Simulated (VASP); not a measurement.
Runs of VASP 6.6.1 on TiO. Symmetry: P6_3/mmc, No. 194, hexagonal system. The conventional cell has a = 2.852 Å, b = 2.852 Å, c = 5.568 Å, α = 90.00°, β = 90.00°, γ = 120.00°. Within 2.9 Å of Ti (site symmetry -6m2) lie 6 O at 2.16 Å and 6 Ti at 2.85 Å. Within 2.9 Å of O (site symmetry -3m) lie 6 Ti at 2.16 Å and 8 O at 2.78 to 2.85 Å. 

| task | level | potentials or basis | spin | cell | k mesh | cutoff (eV) | gap on the mesh (eV) | pressure (GPa) | relaxed volume (Å³/atom) |
| --- | --- | --- | --- | --- | --- | --- | --- | --- | --- |
| relaxation of cell and atoms | r2SCAN+rVV10 | VASP PAW PBE potentials, release 64 (Ti_sv, O) | off | relaxed | 18 × 18 × 8 | 600 | none | 0.1 | 9.57 |
| single point | r2SCAN | VASP PAW PBE potentials, release 64 (Ti_sv, O_h) | off | as given | 12 × 12 × 6 | 910 | none | -3.9 | - |
| relaxation of cell and atoms | r2SCAN+D3(BJ) | VASP PAW PBE potentials, release 64 (Ti_sv, O) | off | relaxed | 18 × 18 × 8 | 600 | none | 0.1 | 9.51 |
| single point | r2SCAN | VASP PAW PBE potentials, release 64 (Ti_sv, O_h) | collinear | as given | 6 × 6 × 4 | 910 | none | (a) | - |
| single point | r2SCAN | VASP PAW PBE potentials, release 64 (Ti_sv, O_h) | off | as given | 12 × 12 × 4 | 910 | none | -3.9 | - |

Alike in all rows: smearing gaussian 0.1 eV.

Q: Estimate the missing entries.

A: (a) -3.8.

Caveats: some runs use coarse meshes; the PAW data sets were made with another functional, which shifts forces and pressure a little; semilocal functionals often make such compounds metallic where correlation or magnetic order opens a gap, which also shifts bond lengths; the cutoff is under 1.25 times the usual one of these potentials, so pressure, stress and relaxed cells hold a basis-set (Pulay) error (at least some runs); the cell stands under tension (at least some runs).

A gap of «none» marks levels without a gap at the run's occupations.
